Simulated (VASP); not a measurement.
# AlN (Cm) in VASP: notebook, part 2 of 2

VASP 6.6.1.

### 3 Single point, PBE (atom 1 (Al) moved by (+0.600, -0.600) A along y and z)

The input, INCAR:

```
SYSTEM = AlN
ALGO = Normal ; EDIFF = 1E-6
ENCUT = 520 ; GGA = PE
ISIF = 2 ; ISMEAR = 0
LASPH = .TRUE. ; LCHARG = .FALSE.
LREAL = .FALSE. ; LWAVE = .FALSE.
NBANDS = 16 ; NELM = 80
PREC = Accurate ; SIGMA = 0.05
```

The input, KPOINTS:

```
k-points
0
G
  9 9 6
  0 0 0
```

The input, POSCAR:

```
AlN
1.0
    3.3121157418      0.0000000000      0.0000000000
   -1.6560578709      2.8683763727      0.0000000000
    0.0000000000      0.0000000000      4.1875630000
Al N
2 2
Direct
    0.4379221184      0.8758442368      0.6067185735
    0.6666666667      0.3333333333      0.2500000000
    0.3333333333      0.6666666667      0.2500000000
    0.6666666667      0.3333333333      0.7500000000
```

Potentials or basis: VASP PAW PBE potentials, release 64 (Al, N).

Launch:

```sh
> cat potpaw_PBE.64/Al/POTCAR potpaw_PBE.64/N/POTCAR > POTCAR
> mpirun -np 1 vasp_std > vasp.out
```

OUTCAR:

```text
SYSTEM = AlN
   EDIFF = 1E-6
   ENCUT = 520
   GGA = PE
   ISIF = 2
   ISMEAR = 0
   LASPH = .TRUE.
   LREAL = .FALSE.
   NELM = 80
   PREC = Accurate

 ion  position               nearest neighbor table
   1  0.438  0.876  0.607-   4 1.44   3 1.61   2 1.99   4 2.35   4 2.35   2 2.72   2 2.72   2 3.00

   2  0.667  0.333  0.250-   3 1.91   3 1.91   3 1.91   1 1.99   4 2.09   4 2.09   1 2.72   1 2.72
                             1 3.00
   3  0.333  0.667  0.250-   1 1.61   2 1.91   2 1.91   2 1.91
   4  0.667  0.333  0.750-   1 1.44   2 2.09   2 2.09   1 2.35   1 2.35

  LATTYP: Found a hexagonal cell.
 ALAT       =     3.3121157418
 C/A-ratio  =     1.2643166261

  Lattice vectors:

 A1 = (   3.3121157418,   0.0000000000,   0.0000000000)
 A2 = (  -1.6560578709,   2.8683763727,   0.0000000000)
 A3 = (   0.0000000000,   0.0000000000,   4.1875630000)

Analysis of symmetry for initial positions (statically):
=====================================================================
 Subroutine PRICEL returns:
 Original cell was already a primitive cell.

 Routine SETGRP: Setting up the symmetry group for a
 hexagonal supercell.

 Subroutine GETGRP returns: Found  2 space group operations
 (whereof  2 operations were pure point group operations)
 out of a pool of 24 trial point group operations.

The static configuration has the point symmetry C_1h.

Analysis of symmetry for dynamics (positions and initial velocities):
=====================================================================
 Subroutine PRICEL returns:
 Original cell was already a primitive cell.

 Routine SETGRP: Setting up the symmetry group for a
 hexagonal supercell.

 Subroutine GETGRP returns: Found  2 space group operations
 (whereof  2 operations were pure point group operations)
 out of a pool of 24 trial point group operations.

The dynamic configuration has the point symmetry C_1h.

 Subroutine INISYM returns: Found  2 space group operations
 (whereof  2 operations are pure point group operations),
 and found     1 'primitive' translations

----------------------------------------------------------------------------------------

                                     Primitive cell

  volume of cell :      39.7835

  direct lattice vectors                    reciprocal lattice vectors
     3.312115742  0.000000000  0.000000000     0.301921816  0.174314642  0.000000000
    -1.656057871  2.868376373  0.000000000     0.000000000  0.348629284  0.000000000
     0.000000000  0.000000000  4.187563000     0.000000000  0.000000000  0.238802377

  length of vectors
     3.312115742  3.312115742  4.187563000     0.348629284  0.348629284  0.238802377

  position of ions in fractional coordinates (direct lattice)
     0.437922118  0.875844237  0.606718573
     0.666666667  0.333333333  0.250000000
     0.333333333  0.666666667  0.250000000
     0.666666667  0.333333333  0.750000000

  ion indices of the primitive-cell ions
   primitive index   ion index
                 1           1
                 2           2
                 3           3
                 4           4

----------------------------------------------------------------------------------------

 KPOINTS: k-points

Automatic generation of k-mesh.
 Grid dimensions read from file:
 generate k-points for:    9    9    6

 Generating k-lattice:

  Cartesian coordinates                     Fractional coordinates (reciprocal lattice)
     0.033546868  0.019368294  0.000000000     0.111111111 -0.000000000  0.000000000
     0.000000000  0.038736587  0.000000000     0.000000000  0.111111111  0.000000000
     0.000000000  0.000000000  0.039800396     0.000000000  0.000000000  0.166666667

  Length of vectors
     0.038736587  0.038736587  0.039800396

  Shift w.r.t. Gamma in fractional coordinates (k-lattice)
     0.000000000  0.000000000  0.000000000

 Subroutine IBZKPT returns following result:
 ===========================================

 Found    140 irreducible k-points:

 Following reciprocal coordinates:
            Coordinates               Weight
  0.000000  0.000000  0.000000      1.000000
  0.111111  0.000000  0.000000      4.000000
  0.000000  0.111111  0.000000      2.000000
  0.222222  0.000000  0.000000      4.000000
  0.000000  0.222222  0.000000      2.000000
  0.333333 -0.000000  0.000000      4.000000
[... 16 lines left out ...]
 -0.222222 -0.444444  0.000000      4.000000
  0.444444  0.333333  0.000000      4.000000
 [... further k-points ...]
   k-points           NKPTS =    140   k-points in BZ     NKDIM =    140   number of bands    NBANDS=     16
   number of dos      NEDOS =    301   number of ions     NIONS =      4
   total plane-waves  NPLWV =  25088
   dimension x,y,z NGX =    28 NGY =   28 NGZ =   32
   dimension x,y,z NGXF=    56 NGYF=   56 NGZF=   64
   ions per type =               2   2
   NGX,Y,Z   is equivalent  to a cutoff of  14.05, 14.05, 12.70 a.u.
   NGXF,Y,Z  is equivalent  to a cutoff of  28.11, 28.11, 25.41 a.u.
 SYSTEM =  AlN
   PREC   = accura    normal or accurate (medium, high low for compatibility)
   ISTART =      0    job   : 0-new  1-cont  2-samecut
   ICHARG =      2    charge: 1-file 2-atom 10-const
   ISPIN  =      1    spin polarized calculation?
   LNONCOLLINEAR =      F non collinear calculations
   LSORBIT =      F    spin-orbit coupling
   LASPH  =      T    aspherical Exc in radial PAW
   ENCUT  =  520.0 eV  38.22 Ry    6.18 a.u.   6.16  6.16  7.79*2*pi/ulx,y,z
   NELM   =     80;   NELMIN=  2; NELMDL= -5     # of ELM steps
   EDIFF  = 0.1E-05   stopping-criterion for ELM
   LREAL  =      F    real-space projection
   EDIFFG = 0.1E-04   stopping-criterion for IOM
   NSW    =      0    number of steps for IOM
   IBRION =     -1    ionic relax: 0-MD 1-quasi-New 2-CG
   NFREE  =      0    steps in history (QN), initial steepest desc. (CG)
   ISIF   =      2    stress and relaxation
   ISYM   =      2    0-nonsym 1-usesym 2-fastsym
   POTIM  = 0.5000    time-step for ionic-motion
   TEBEG  =    0.0;   TEEND  =   0.0 temperature during run
   PSTRESS=    0.0 pullay stress
   NELECT =      16.0000    total number of electrons
   NUPDOWN=      -1.0000    fix difference up-down
   EMIN   =  10.00;   EMAX   =-10.00  energy-range for DOS
   EFERMI =   0.00;   METHOD = LEGACY
   ISMEAR =     0;   SIGMA  =   0.05  broadening in eV -4-tet -1-fermi 0-gaus
   EFERMI_NEDOS =   21; number of points for ismear=-14 and -15
   IALGO  =     38    algorithm
   IMIX   =      4    mixing-type and parameters
     AMIX     =   0.40;   BMIX     =  1.00
     AMIX_MAG =   1.60;   BMIX_MAG =  1.00
  volume/ion in A,a.u.               =       9.95        67.12
  Fermi-wavevector in a.u.,A,eV,Ry     =   1.208409  2.283561 19.867927  1.460251
  Thomas-Fermi vector in A             =   2.344017
   LORBIT       =      0    0 simple, 1 ext, 2 COOP (PROOUT), +10 PAW based schemes
   GGA     = PE    functional components
   LHFCALC =     F    Hartree Fock is set to
   AEXX    =    0.0000 exact exchange contribution
   IVDW    =     0    specifies the selected vdW correction
   LEPSILON=     F    determine dielectric tensor
   LRPA    =     F    only Hartree local field effects (RPA)
 non-spin polarized calculation
 Gauss-broadening in eV      SIGMA  =   0.05
  energy-cutoff  :      520.00
  volume of cell :       39.78
 maximum number of plane-waves:      1090
 NGX is ok and might be reduce to    28
   NGX = 13   NGY = 13   NGZ = 15

 number of electron      15.9999999 magnetization

 Free energy of the ion-electron system (eV)
  ---------------------------------------------------
  ext. energy  EPLUGINS =         0.00000000
  ---------------------------------------------------
  free energy    TOTEN  =       -21.99582022 eV

  energy without entropy =      -21.99582022  energy(sigma->0) =      -21.99582022

 E-fermi :   7.4271     XC(G=0): -11.0282

 val. band max:        7.1865375343   @ k =   0.3333   0.3333   0.5000
 cond. band min:       9.9043266176   @ k =   0.0000   0.0000   0.0000
 fundamental gap:      2.7177890833
 Fermi energy:         7.4270876145

 k-point     1 :       0.0000    0.0000    0.0000
  band No.  band energies     occupation
      1      -9.4787      2.00000
      2      -5.7972      2.00000
      3       1.1447      2.00000
      4       3.8768      2.00000
      5       4.2152      2.00000
      6       5.9580      2.00000
[... 433 lines left out ...]
      3       0.7537      2.00000
      4       2.0705      2.00000
      5       3.3499      2.00000
      6       4.4427      2.00000
[... 8 lines left out ...]
     15      19.5354      0.00000
     16      20.9759      0.00000

 [... further k-points ...]
[... 5 lines left out ...]
  --------------------------------------------------------------------------------------
  -------------------------------------------------------------------------------------
  Total       -0.2426563     26.5550501     20.3986245      0.0000000      4.6071798      0.0000000
  in kB       -9.7723535   1069.4357869    821.5017095      0.0000000    185.5422214      0.0000000
  external PRESSURE =     627.0550476 kB  Pullay stress =       0.0000000 kB

 VOLUME and BASIS-vectors are now :
 -----------------------------------------------------------------------------
  energy-cutoff  :      520.00
  volume of cell :       39.78
      direct lattice vectors                 reciprocal lattice vectors
     3.312115742  0.000000000  0.000000000     0.301921816  0.174314642  0.000000000
    -1.656057871  2.868376373  0.000000000     0.000000000  0.348629284  0.000000000
     0.000000000  0.000000000  4.187563000     0.000000000  0.000000000  0.238802377

 POSITION                                       TOTAL-FORCE (eV/Angst)
 -----------------------------------------------------------------------------------
      0.00000      2.51225      2.54067        -0.000000    -21.471834      7.910338
      1.65606      0.95613      1.04689        -0.000000      4.970993     -7.424763
     -0.00000      1.91225      1.04689         0.000000     -0.629977     -5.110641
      1.65606      0.95613      3.14067         0.000000     17.130818      4.625066
 -----------------------------------------------------------------------------------
    total drift:                               -0.000000     -0.000601      0.000110

  FREE ENERGIE OF THE ION-ELECTRON SYSTEM (eV)
  ---------------------------------------------------
  free  energy   TOTEN  =       -21.9958202224 eV

  energy  without entropy=      -21.9958202224  energy(sigma->0) =      -21.99582022
```

OSZICAR:

```text
N       E                     dE             d eps       ncg     rms          rms(c)
DAV:   1     0.530458625406E+02    0.53046E+02   -0.74924E+03  4480   0.904E+02
DAV:   2    -0.247137510818E+02   -0.77760E+02   -0.69967E+02  6392   0.195E+02
DAV:   3    -0.283603026221E+02   -0.36466E+01   -0.36329E+01  5512   0.445E+01
DAV:   4    -0.283845572816E+02   -0.24255E-01   -0.24253E-01  5648   0.406E+00
DAV:   5    -0.283849276941E+02   -0.37041E-03   -0.37041E-03  5752   0.498E-01    0.142E+01
DAV:   6    -0.222039897810E+02    0.61809E+01   -0.11658E+01  5624   0.264E+01    0.510E+00
DAV:   7    -0.220489109088E+02    0.15508E+00   -0.92576E-01  4680   0.763E+00    0.314E+00
DAV:   8    -0.219955599653E+02    0.53351E-01   -0.89478E-02  6040   0.265E+00    0.779E-01
DAV:   9    -0.219955534297E+02    0.65356E-05   -0.17914E-02  5480   0.988E-01    0.291E-01
DAV:  10    -0.219955825809E+02   -0.29151E-04   -0.11968E-03  5792   0.309E-01    0.167E-01
DAV:  11    -0.219957992403E+02   -0.21666E-03   -0.45762E-04  4600   0.184E-01    0.731E-02
DAV:  12    -0.219958173242E+02   -0.18084E-04   -0.28922E-05  5576   0.499E-02    0.340E-02
DAV:  13    -0.219958198243E+02   -0.25001E-05   -0.14903E-05  4688   0.280E-02    0.734E-03
DAV:  14    -0.219958202224E+02   -0.39806E-06   -0.10381E-06  4032   0.982E-03
   1 F= -.21995820E+02 E0= -.21995820E+02  d E =-.102973E-13
```

It took 42 s on 1 thread of Intel Xeon 6975P-C (Granite Rapids), shared host; peak memory 0.2 GiB.

What came out:

```
Free energy            : -21.9958 eV
Pressure               : 62.7 GPa
Largest force          : 22.883 eV/Å
Band gap on the k mesh : 2.72 eV, indirect (least direct gap 2.99 eV)
```

Forces on the atoms (eV/Å):
```
Al    0.000 -21.472   7.910
Al    0.000   4.971  -7.425
N     0.000  -0.630  -5.111
N     0.000  17.131   4.625
```

Stress tensor (GPa, compression positive):
```
 -0.98   0.00   0.00
  0.00 106.94  18.55
  0.00  18.55  82.15
```

Caveat: the cell differs from its parent crystal (atom 1 (Al) moved by (+0.600, -0.600) A along y and z); forces of over 1 eV/Å act on the atoms, so gaps and moduli don't describe the material at rest. A k mesh can miss the band edges.

### 4 Single point, PBE (atom 1 (Al) moved by (-0.600, -0.300) A along y and z)

The input, INCAR:

```
PREC = Accurate ; ENCUT = 520
EDIFF = 1E-6 ; ISMEAR = 0
SIGMA = 0.05 ; LREAL = False
LASPH = True ; NELM = 80
ALGO = Normal ; ISIF = 2
LWAVE = False ; LCHARG = True
GGA = PE ; LELF = True
LVHAR = True ; NBANDS = 16
```

The input, KPOINTS:

```
Automatic mesh
0
Gamma
  9 9 6
```

POSCAR, as its differences from that of step 3:

```diff
@@ -8,3 +8,3 @@
 Direct
-    0.4379221184      0.8758442368      0.6067185735
+    0.2287445482      0.4574890965      0.6783592868
     0.6666666667      0.3333333333      0.2500000000
```

Launch:

```sh
> cat potpaw_PBE.64/Al/POTCAR potpaw_PBE.64/N/POTCAR > POTCAR
> mpirun -np 1 vasp_std > vasp.out
```

Run time: 54 s. Hardware: 1 thread of Intel Xeon 6975P-C (Granite Rapids), shared host; peak memory 0.2 GiB.

It converged, with:

| Item | Value |
| --- | --- |
| Free energy | -27.4047 eV |
| Pressure | 17.2 GPa |
| Largest force | 4.021 eV/Å |
| Band gap on the k mesh | 2.72 eV, direct |

Forces in eV/Å, atoms in the order of the input:
```
Al   0.000  3.324  2.262
Al   0.000 -0.289 -2.531
N    0.000 -1.237  0.139
N    0.000 -1.798  0.129
```

Stress tensor (GPa, compression positive):
```
39.37  0.00  0.00
 0.00 -3.37  2.85
 0.00  2.85 15.60
```

Levels at points of the mesh, in eV from the valence-band top:
```tsv
k point	band 6	band 7	band 8	band 9	band 10	band 11
(0.00, 0.00, 0.00)	-1.98	-0.77	0.00	2.72	4.16	8.17
(0.00, 0.00, 0.50)	-2.51	-2.50	-0.92	4.64	5.69	7.50
```

Caveat: the cell differs from its parent crystal (atom 1 (Al) moved by (-0.600, -0.300) A along y and z); forces of over 1 eV/Å act on the atoms, so gaps and moduli don't describe the material at rest.
